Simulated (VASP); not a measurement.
A run of VASP 6.6.1:

File INCAR:

```
PREC = Accurate
ENCUT = 520
EDIFF = 1E-6
ISMEAR = 0
SIGMA = 0.1
LREAL = False
LASPH = True
NELM = 80
ALGO = Normal
ISIF = 2
LWAVE = False
LCHARG = False
GGA = PS
NBANDS = 32
```

Contents of KPOINTS:

```
Automatic mesh
0
Gamma
  8 8 8
```

File POSCAR:

```
Ca3GeN
1.0
    4.7802214704      0.0000000000      0.0000000000
    0.0000000000      4.7802214704      0.0000000000
    0.0000000000      0.0000000000      4.6596570419
Ca Ge N
3 1 1
Direct
    0.0000000000      0.5000000000      0.5000000000
    0.5000000000      0.0000000000      0.5000000000
    0.5000000000      0.5000000000      0.0000000000
    0.0000000000      0.0000000000      0.0000000000
    0.5000000000      0.5000000000      0.5000000000
```

Potentials or basis: VASP PAW PBE potentials, release 64 (Ca_sv, Ge_d, N).

Command:

```console
$ cat potpaw_PBE.64/Ca_sv/POTCAR potpaw_PBE.64/Ge_d/POTCAR potpaw_PBE.64/N/POTCAR > POTCAR
$ mpirun -np 1 vasp_std > vasp.out
```

Hardware: 1 thread of Intel(R) Xeon(R) 6975P-C (Granite Rapids) (shared host).

Estimate the wall time of this run.

Wall time 100 s on 1 thread of Intel(R) Xeon(R) 6975P-C (Granite Rapids), on a shared host, peak memory 0.35 GiB. Counts: scf iterations 14, k points 75.
